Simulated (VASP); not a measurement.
Al3Ga4N7: single point with PBE

Al3Ga4N7:

```
CELL_PARAMETERS angstrom
5.42341 -0.02182 -0.10210
-0.02182 5.67374 0.18324
-0.10210 0.18324 5.49989
ATOMIC_POSITIONS crystal
Al 0.56927 0.50228 0.19103
Al 0.28295 0.77974 0.52949
Al 0.03702 0.41841 0.08804
N 0.67931 0.15271 0.57654
N 0.75273 0.24860 0.09030
N 0.64337 0.68968 0.52870
N 0.06321 0.01016 0.49979
N 0.81484 0.73437 0.03513
N 0.30512 0.44251 0.84711
N 0.25090 0.53073 0.30083
Ga 0.75750 0.93730 0.27770
Ga 0.88849 0.96854 0.80401
Ga 0.21980 0.31498 0.53481
Ga 0.66255 0.36593 0.77015
```

* Program: VASP 6.6.1
* Task: single point
* Functional: PBE
* Potentials or basis: VASP PAW PBE potentials, release 64 (Al, N, Ga_d)
* Cutoff: 520 eV
* k mesh: 1 × 1 × 1, shifted
* Occupations: fermi-dirac, width 0.2482 eV
* Spin: no spin polarisation
* Dipole correction: no
* Further INCAR settings: ALGO = Normal; EDIFF = 1e-07; NBANDS = 61; ISYM = 0

| Item | Value |
| --- | --- |
| Pressure | 14.3 GPa |
| Largest force | 5.981 eV/Å |
| Band gap on the k mesh | 1.60 eV |

Forces on the atoms (eV/Å):
```
Al  -0.001  1.594  1.283
Al   3.474 -2.516  0.270
Al   1.279  2.742 -2.684
N   -2.330 -2.664 -2.547
N    0.756 -0.062  0.456
N   -0.797 -0.022 -1.398
N    3.141  0.050 -0.127
N   -0.017 -1.937  0.408
N   -2.156  0.180 -0.097
N   -0.019  1.800 -0.447
Ga   0.348  0.931  3.834
Ga  -1.450 -1.779 -2.440
Ga   0.179 -3.786  3.748
Ga  -2.406  5.470 -0.258
```

Stress tensor (GPa, compression positive):
```
 9.86 -2.29 -1.04
-2.29 12.95  5.16
-1.04  5.16 20.03
```

Levels at points of the mesh, in eV from the valence-band top:
| k point | band 45 | band 46 | band 47 | band 48 | band 49 | band 50 | band 51 | band 52 |
| --- | --- | --- | --- | --- | --- | --- | --- | --- |
| (0.25, 0.25, 0.25) | -1.26 | -0.72 | -0.32 | 0.00 | 1.60 | 2.07 | 3.00 | 3.50 |

Run time: 22 s on 1 thread of Intel(R) Xeon(R) Platinum 8488C (Sapphire Rapids), with other jobs on the host, peak memory 0.24 GiB.

Caveat: the k points lie up to 1.16 Å⁻¹ apart.
